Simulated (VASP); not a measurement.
# Si (Fd-3m) in VASP: notebook

Si is run at these levels: PBE; tasks: single point.

Program: VASP 6.6.1. These are calculated values, not measurements. Logs are shortened: lines on timing, memory, paths and dates and some standing lists are left out, and cuts for length are marked.

### 1 The cell of the first run

It takes space group Fd-3m (No. 227, cubic). Conventional cell: a = 5.480 Å, b = 5.480 Å, c = 5.480 Å, α = 90.00°, β = 90.00°, γ = 90.00°. Si (site symmetry -43m) has 4 Si at 2.37 Å within 3.1 Å.

### 2 Single point, PBE

Input file INCAR:

```
SYSTEM = Si
PREC = Accurate
ENCUT = 520
EDIFF = 1E-6
ISMEAR = -1
SIGMA = 0.05
LREAL = .False.
LASPH = .True.
NELM = 80
ALGO = Normal
ISIF = 2
LWAVE = .False.
LCHARG = .False.
GGA = PE
NBANDS = 11
```

Input file KPOINTS:

```
Automatic mesh
0
Gamma
  8 8 8
  0 0 0
```

Input file POSCAR:

```
Si
1.0
    0.0000000000      2.7398772164      2.7398772164
    2.7398772164      0.0000000000      2.7398772164
    2.7398772164      2.7398772164      0.0000000000
Si
2
Direct
    0.5000000000      0.5000000000      0.5000000000
    0.7500000000      0.7500000000      0.7500000000
```

Potentials or basis: VASP PAW PBE potentials, release 64 (Si).

On the command line:

```bash
> cat potpaw_PBE.64/Si/POTCAR > POTCAR
> mpirun -np 1 vasp_std > vasp.out
```

OUTCAR:

```text
SYSTEM = Si
   PREC = Accurate
   ENCUT = 520
   EDIFF = 1E-6
   ISMEAR = -1
   LREAL = .False.
   LASPH = .True.
   NELM = 80
   ISIF = 2
   GGA = PE

 ion  position               nearest neighbor table
   1  0.500  0.500  0.500-   2 2.37   2 2.37   2 2.37   2 2.37
   2  0.750  0.750  0.750-   1 2.37   1 2.37   1 2.37   1 2.37

  LATTYP: Found a face centered cubic cell.
 ALAT       =     5.4797544328

  Lattice vectors:

 A1 = (   0.0000000000,   2.7398772164,   2.7398772164)
 A2 = (   2.7398772164,   0.0000000000,   2.7398772164)
 A3 = (   2.7398772164,   2.7398772164,   0.0000000000)

Analysis of symmetry for initial positions (statically):
=====================================================================
 Subroutine PRICEL returns:
 Original cell was already a primitive cell.

 Routine SETGRP: Setting up the symmetry group for a
 face centered cubic supercell.

 Subroutine GETGRP returns: Found 48 space group operations
 (whereof 24 operations were pure point group operations)
 out of a pool of 48 trial point group operations.

The static configuration has the point symmetry T_d .
 The point group associated with its full space group is O_h .

Analysis of symmetry for dynamics (positions and initial velocities):
=====================================================================
 Subroutine PRICEL returns:
 Original cell was already a primitive cell.

 Routine SETGRP: Setting up the symmetry group for a
 face centered cubic supercell.

 Subroutine GETGRP returns: Found 48 space group operations
 (whereof 24 operations were pure point group operations)
 out of a pool of 48 trial point group operations.

The dynamic configuration has the point symmetry T_d .
 The point group associated with its full space group is O_h .

 Subroutine INISYM returns: Found 48 space group operations
 (whereof 24 operations are pure point group operations),
 and found     1 'primitive' translations

----------------------------------------------------------------------------------------

                                     Primitive cell

  volume of cell :      41.1361

  direct lattice vectors                    reciprocal lattice vectors
     0.000000000  2.739877216  2.739877216    -0.182489929  0.182489929  0.182489929
     2.739877216  0.000000000  2.739877216     0.182489929 -0.182489929  0.182489929
     2.739877216  2.739877216  0.000000000     0.182489929  0.182489929 -0.182489929

  length of vectors
     3.874771519  3.874771519  3.874771519     0.316081830  0.316081830  0.316081830

  position of ions in fractional coordinates (direct lattice)
     0.500000000  0.500000000  0.500000000
     0.750000000  0.750000000  0.750000000

  ion indices of the primitive-cell ions
   primitive index   ion index
                 1           1
                 2           2

----------------------------------------------------------------------------------------

 KPOINTS: Automatic mesh

Automatic generation of k-mesh.
 Grid dimensions read from file:
 generate k-points for:    8    8    8

 Generating k-lattice:

  Cartesian coordinates                     Fractional coordinates (reciprocal lattice)
    -0.022811241  0.022811241  0.022811241     0.125000000  0.000000000  0.000000000
     0.022811241 -0.022811241  0.022811241     0.000000000  0.125000000  0.000000000
     0.022811241  0.022811241 -0.022811241     0.000000000  0.000000000  0.125000000

  Length of vectors
     0.039510229  0.039510229  0.039510229

  Shift w.r.t. Gamma in fractional coordinates (k-lattice)
     0.000000000  0.000000000  0.000000000

 Subroutine IBZKPT returns following result:
 ===========================================

 Found     29 irreducible k-points:

 Following reciprocal coordinates:
            Coordinates               Weight
  0.000000  0.000000  0.000000      1.000000
  0.125000  0.000000  0.000000      8.000000
  0.250000  0.000000  0.000000      8.000000
  0.375000  0.000000  0.000000      8.000000
  0.500000  0.000000  0.000000      4.000000
  0.125000  0.125000  0.000000      6.000000
[... 16 lines left out ...]
  0.500000  0.250000  0.125000     48.000000
 -0.375000  0.250000  0.125000     24.000000
 [... further k-points ...]
   k-points           NKPTS =     29   k-points in BZ     NKDIM =     29   number of bands    NBANDS=     11
   number of dos      NEDOS =    301   number of ions     NIONS =      2
   total plane-waves  NPLWV =  27000
   dimension x,y,z NGX =    30 NGY =   30 NGZ =   30
   dimension x,y,z NGXF=    60 NGYF=   60 NGZF=   60
   ions per type =               2
   NGX,Y,Z   is equivalent  to a cutoff of  12.87, 12.87, 12.87 a.u.
   NGXF,Y,Z  is equivalent  to a cutoff of  25.74, 25.74, 25.74 a.u.
 SYSTEM =  Si
   PREC   = accura    normal or accurate (medium, high low for compatibility)
   ISTART =      0    job   : 0-new  1-cont  2-samecut
   ICHARG =      2    charge: 1-file 2-atom 10-const
   ISPIN  =      1    spin polarized calculation?
   LNONCOLLINEAR =      F non collinear calculations
   LSORBIT =      F    spin-orbit coupling
   LASPH  =      T    aspherical Exc in radial PAW
   ENCUT  =  520.0 eV  38.22 Ry    6.18 a.u.   7.20  7.20  7.20*2*pi/ulx,y,z
   NELM   =     80;   NELMIN=  2; NELMDL= -5     # of ELM steps
   EDIFF  = 0.1E-05   stopping-criterion for ELM
   LREAL  =      F    real-space projection
   EDIFFG = 0.1E-04   stopping-criterion for IOM
   NSW    =      0    number of steps for IOM
   IBRION =     -1    ionic relax: 0-MD 1-quasi-New 2-CG
   NFREE  =      0    steps in history (QN), initial steepest desc. (CG)
   ISIF   =      2    stress and relaxation
   ISYM   =      2    0-nonsym 1-usesym 2-fastsym
   POTIM  = 0.5000    time-step for ionic-motion
   TEBEG  =    0.0;   TEEND  =   0.0 temperature during run
   PSTRESS=    0.0 pullay stress
   NELECT =       8.0000    total number of electrons
   NUPDOWN=      -1.0000    fix difference up-down
   EMIN   =  10.00;   EMAX   =-10.00  energy-range for DOS
   EFERMI =   0.00;   METHOD = LEGACY
   ISMEAR =    -1;   SIGMA  =   0.05  broadening in eV -4-tet -1-fermi 0-gaus
   EFERMI_NEDOS =   21; number of points for ismear=-14 and -15
   IALGO  =     38    algorithm
   IMIX   =      4    mixing-type and parameters
     AMIX     =   0.40;   BMIX     =  1.00
     AMIX_MAG =   1.60;   BMIX_MAG =  1.00
  volume/ion in A,a.u.               =      20.57       138.80
  Fermi-wavevector in a.u.,A,eV,Ry     =   0.948485  1.792376 12.240121  0.899623
  Thomas-Fermi vector in A             =   2.076678
   LORBIT       =      0    0 simple, 1 ext, 2 COOP (PROOUT), +10 PAW based schemes
   GGA     = PE    functional components
   LHFCALC =     F    Hartree Fock is set to
   AEXX    =    0.0000 exact exchange contribution
   IVDW    =     0    specifies the selected vdW correction
   LEPSILON=     F    determine dielectric tensor
   LRPA    =     F    only Hartree local field effects (RPA)
 non-spin polarized calculation
  energy-cutoff  :      520.00
  volume of cell :       41.14
 maximum number of plane-waves:      1124
 NGX is ok and might be reduce to    30
   NGX = 15   NGY = 15   NGZ = 15

 number of electron       8.0000001 magnetization

 Free energy of the ion-electron system (eV)
  ---------------------------------------------------
  ext. energy  EPLUGINS =         0.00000000
  ---------------------------------------------------
  free energy    TOTEN  =       -10.84568331 eV

  energy without entropy =      -10.84566408  energy(sigma->0) =      -10.84567370

 E-fermi :   5.8674     XC(G=0):  -9.3031

 val. band max:        5.5575051355   @ k =   0.0000   0.0000   0.0000
 cond. band min:       6.2170693478   @ k =   0.3750   0.3750   0.0000
 fundamental gap:      0.6595642124
 Fermi energy:         5.8673884148

 k-point     1 :       0.0000    0.0000    0.0000
  band No.  band energies     occupation
      1      -6.2167      2.00000
      2       5.5575      1.99594
      3       5.5575      1.99594
      4       5.5575      1.99594
      5       8.1113      0.00000
      6       8.1113      0.00000
      7       8.1113      0.00000
      8       8.6228      0.00000
      9      13.2629      0.00000
     10      13.2629      0.00000
     11      13.4111      0.00000

 k-point     2 :       0.1250    0.0000    0.0000
  band No.  band energies     occupation
      1      -6.0173      2.00000
      2       3.9681      2.00000
      3       5.2768      1.99999
      4       5.2768      1.99999
      5       7.9815      0.00000
      6       8.5244      0.00000
      7       8.5244      0.00000
      8      10.0388      0.00000
      9      12.7924      0.00000
     10      12.7924      0.00000
     11      14.1837      0.00000

 k-point     3 :       0.2500    0.0000    0.0000
  band No.  band energies     occupation
      1      -5.4360      2.00000
      2       1.6816      2.00000
      3       4.8163      2.00000
      4       4.8163      2.00000
      5       7.4956      0.00000
      6       9.0422      0.00000
      7       9.0422      0.00000
      8      12.2593      0.00000
      9      12.7418      0.00000
     10      12.7418      0.00000
     11      14.4679      0.00000

 k-point     4 :       0.3750    0.0000    0.0000
  band No.  band energies     occupation
      1      -4.5670      2.00000
      2      -0.2926      2.00000
      3       4.4946      2.00000
      4       4.4946      2.00000
      5       7.1309      0.00000
      6       9.0103      0.00000
      7       9.0103      0.00000
      8      13.3803      0.00000
      9      14.0840      0.00000
     10      14.0840      0.00000
     11      15.0189      0.00000

 k-point     5 :       0.5000    0.0000    0.0000
  band No.  band energies     occupation
      1      -3.9529      2.00000
      2      -1.2838      2.00000
      3       4.3843      2.00000
      4       4.3843      2.00000
      5       7.0027      0.00000
      6       8.9088      0.00000
      7       8.9088      0.00000
      8      13.2509      0.00000
      9      16.0368      0.00000
     10      16.0368      0.00000
     11      16.6929      0.00000
[... 211 lines left out ...]
 k-point    21 :       0.5000    0.5000    0.0000
  band No.  band energies     occupation
      1      -2.1698      2.00000
      2      -2.1698      2.00000
      3       2.7789      2.00000
      4       2.7789      2.00000
      5       6.3200      0.00023
      6       6.3200      0.00023
      7      15.4425      0.00000
      8      15.4425      0.00000
      9      16.4455      0.00000
     10      16.4455      0.00000
     11      17.9770      0.00000

 k-point    22 :       0.3750    0.2500    0.1250
  band No.  band energies     occupation
      1      -4.9188      2.00000
      2       1.2943      2.00000
      3       2.9218      2.00000
      4       4.1646      2.00000
      5       7.9987      0.00000
      6       9.3612      0.00000
      7       9.7632      0.00000
      8      10.9807      0.00000
      9      13.2481      0.00000
     10      15.6213      0.00000
     11      16.4860      0.00000

 k-point    23 :       0.5000    0.2500    0.1250
  band No.  band energies     occupation
      1      -4.0547      2.00000
      2      -0.2163      2.00000
      3       2.3190      2.00000
      4       3.6810      2.00000
      5       8.4171      0.00000
      6       9.0798      0.00000
      7      10.5229      0.00000
      8      11.4194      0.00000
      9      14.4624      0.00000
     10      15.1537      0.00000
     11      17.4317      0.00000

 k-point    24 :      -0.3750    0.2500    0.1250
  band No.  band energies     occupation
      1      -3.4256      2.00000
      2      -1.1287      2.00000
      3       2.1869      2.00000
      4       3.4598      2.00000
      5       8.5678      0.00000
      6       8.7074      0.00000
      7      11.3854      0.00000
      8      12.6096      0.00000
      9      12.8386      0.00000
     10      16.0439      0.00000
     11      17.0691      0.00000

 [... further k-points ...]
[... 5 lines left out ...]
  --------------------------------------------------------------------------------------
  -------------------------------------------------------------------------------------
  Total       -0.1356912     -0.1356912     -0.1356912      0.0000000      0.0000000      0.0000000
  in kB       -5.2849282     -5.2849282     -5.2849282      0.0000000      0.0000000      0.0000000
  external PRESSURE =      -5.2849282 kB  Pullay stress =       0.0000000 kB

 VOLUME and BASIS-vectors are now :
 -----------------------------------------------------------------------------
  energy-cutoff  :      520.00
  volume of cell :       41.14
      direct lattice vectors                 reciprocal lattice vectors
     0.000000000  2.739877216  2.739877216    -0.182489929  0.182489929  0.182489929
     2.739877216  0.000000000  2.739877216     0.182489929 -0.182489929  0.182489929
     2.739877216  2.739877216  0.000000000     0.182489929  0.182489929 -0.182489929

 POSITION                                       TOTAL-FORCE (eV/Angst)
 -----------------------------------------------------------------------------------
      2.73988      2.73988      2.73988        -0.000000     -0.000000      0.000000
      4.10982      4.10982      4.10982         0.000000      0.000000     -0.000000
 -----------------------------------------------------------------------------------
    total drift:                                0.000000     -0.000000     -0.000000

  FREE ENERGIE OF THE ION-ELECTRON SYSTEM (eV)
  ---------------------------------------------------
  free  energy   TOTEN  =       -10.8456833118 eV

  energy  without entropy=      -10.8456640784  energy(sigma->0) =      -10.84567370
```

Run time: 5.8 s. Hardware: 1 thread of Intel Xeon 6975P-C (Granite Rapids), shared host; peak memory 0.15 GiB.

Results:

```yaml
Free_energy: -10.8457 eV
Pressure: -0.5 GPa
Band_gap_on_the_k_mesh: 0.66 eV, indirect (least direct gap 2.55 eV)
```

Levels at points of the mesh, in eV from the valence-band top:
```tsv
k point	band 2	band 3	band 4	band 5	band 6	band 7
(0.00, 0.00, 0.00)	0.00	0.00	0.00	2.55	2.55	2.55
(0.50, 0.00, 0.00)	-6.84	-1.17	-1.17	1.45	3.35	3.35
(0.50, 0.50, 0.00)	-7.73	-2.78	-2.78	0.76	0.76	9.89
```

### 3 Single point, PBE

This run uses another cell than the first one, of 20.97 Å³/atom, 1.020 times its volume.

Input file INCAR:

```
SYSTEM = Si
PREC = Accurate ; ENCUT = 520
EDIFF = 1E-6 ; ISMEAR = -1
SIGMA = 0.05 ; LREAL = .FALSE.
LASPH = .TRUE. ; NELM = 100
ALGO = Normal ; ISIF = 2
LWAVE = .FALSE. ; LCHARG = .FALSE.
GGA = PE ; NBANDS = 11
```

Input file KPOINTS:

```
Automatic mesh
0
G
  8 8 8
  0 0 0
```

Input file POSCAR:

```
Si
1.0
    0.0000000000      2.7576691254      2.7576691254
    2.7576691254      0.0000000000      2.7576691254
    2.7576691254      2.7576691254      0.0000000000
Si
2
Direct
    0.5000000000      0.5000000000      0.5000000000
    0.7500000000      0.7500000000      0.7500000000
```

Potentials or basis: VASP PAW PBE potentials, release 64 (Si).

On the command line:

```bash
> cat potpaw_PBE.64/Si/POTCAR > POTCAR
> mpirun -np 1 vasp_std > vasp.out
```

It took 6.6 s on 1 thread of Intel Xeon 6975P-C (Granite Rapids), shared host; peak memory 0.16 GiB.

Results (log left out):

- Free energy: -10.8389 eV
- Pressure: -2.1 GPa
- Band gap on the k mesh: 0.69 eV, indirect (least direct gap 2.53 eV)

Levels at points of the mesh, in eV from the valence-band top:
```tsv
k point	band 2	band 3	band 4	band 5	band 6	band 7
(0.00, 0.00, 0.00)	0.00	0.00	0.00	2.54	2.54	2.54
(0.50, 0.00, 0.00)	-6.75	-1.16	-1.16	1.38	3.36	3.36
(0.50, 0.50, 0.00)	-7.67	-2.73	-2.73	0.80	0.80	9.72
```

A k mesh can miss the band edges. PBE gaps usually lie below the measured ones, often by a third to a half.

### 4 Single point, PBE

This run uses another cell than the first one, of 21.37 Å³/atom, 1.039 times its volume.

Input file INCAR:

```
SYSTEM = Si
  PREC = Accurate
  ENCUT = 520
  EDIFF = 1E-6
  ISMEAR = -1
  SIGMA = 0.05
  LREAL = .False.
  LASPH = .True.
  NELM = 60
  ALGO = Normal
  ISIF = 2
  LWAVE = .False.
  LCHARG = .True.
  GGA = PE
  LELF = .True.
  LVHAR = .True.
  NBANDS = 11
```

Input file KPOINTS:

```
regular mesh
0
Gamma
  8 8 8
  0 0 0
```

Input file POSCAR:

```
Si
1.0
    0.0000000000      2.7752343705      2.7752343705
    2.7752343705      0.0000000000      2.7752343705
    2.7752343705      2.7752343705      0.0000000000
Si
2
Direct
    0.5000000000      0.5000000000      0.5000000000
    0.7500000000      0.7500000000      0.7500000000
```

On the command line:

```bash
> cat potpaw_PBE.64/Si/POTCAR > POTCAR
> mpirun -np 1 vasp_std > vasp.out
```

It took 6.3 s on 1 thread of Intel Xeon 6975P-C (Granite Rapids), shared host; peak memory 0.15 GiB.

Results (log left out):

- Free energy: -10.8244 eV
- Pressure: -3.6 GPa
- Band gap on the k mesh: 0.72 eV, indirect (least direct gap 2.45 eV)

Levels at points of the mesh, in eV from the valence-band top:
```tsv
k point	band 1	band 2	band 3	band 4	band 5	band 6	band 7	band 8	band 9
(0.00, 0.00, 0.00)	-11.52	0.00	0.00	0.00	2.54	2.54	2.54	2.64	7.68
(0.50, 0.00, 0.00)	-9.35	-6.67	-1.14	-1.14	1.31	3.36	3.36	7.64	10.38
(0.50, 0.50, 0.00)	-7.61	-7.61	-2.68	-2.68	0.83	0.83	9.56	9.56	10.77
```

### 5 Overview

```csv
cell,gap on the mesh (eV),pressure (GPa)
"a = 3.875 Å, angles 60.0°, 2 atoms",0.66,-0.5
"a = 3.900 Å, angles 60.0°, 2 atoms",0.69,-2.1
"a = 3.925 Å, angles 60.0°, 2 atoms",0.72,-3.6
```

Alike in all rows: task single point; level PBE; potentials or basis VASP PAW PBE potentials, release 64 (Si); no spin polarisation; k mesh 8 × 8 × 8; cutoff (eV) 520; smearing fermi-dirac 0.05 eV.

Absolute energies hang on the potentials; compare differences alone.
